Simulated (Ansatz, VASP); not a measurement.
**Two plane-wave programs on Ru**

```
CELL_PARAMETERS angstrom
0.00000 2.72699 2.72699
2.72699 0.00000 2.72699
2.72699 2.72699 0.00000
ATOMIC_POSITIONS crystal
Ru 0.00000 0.00000 0.00000
Ru 0.25000 0.25000 0.27074
```

Alike in both runs: task electric field gradients; functional PBE; k mesh 10 × 10 × 10; occupations fermi-dirac, width 0.03 eV; no spin polarisation.

|  | VASP | Ansatz |
| --- | --- | --- |
| version | VASP 6.6.1 | Ansatz 0.2.0 |
| potentials or method | VASP PAW PBE potentials, release 64 (Ru_pv) | PAW with Ansatz's default frozen-core files, scalar-relativistic |
| plane-wave cutoff (eV) | 520 | 420 |
| valence electrons in the cell | 28 | 32 |

|  | VASP | Ansatz | Ansatz less VASP |
| --- | --- | --- | --- |
| pressure (GPa) | 0.7 | 0.4 | -0.27 |
| traceless stress, the component that is largest in VASP (GPa) | -3.02 | -2.86 | +0.163 |
| rms of the force components (eV/Å) | 0.608 | 0.585 | -0.0227 |
| size of Vzz on the site where it differs most (V/Å²) | 24.2 | 29.8 | +5.63 |

Atom by atom the forces differ by 0.023 eV/Å (rms over components). VASP's potentials hold 28 valence electrons a cell and Ansatz's 32, so a difference there can come from the potentials and not from the codes.
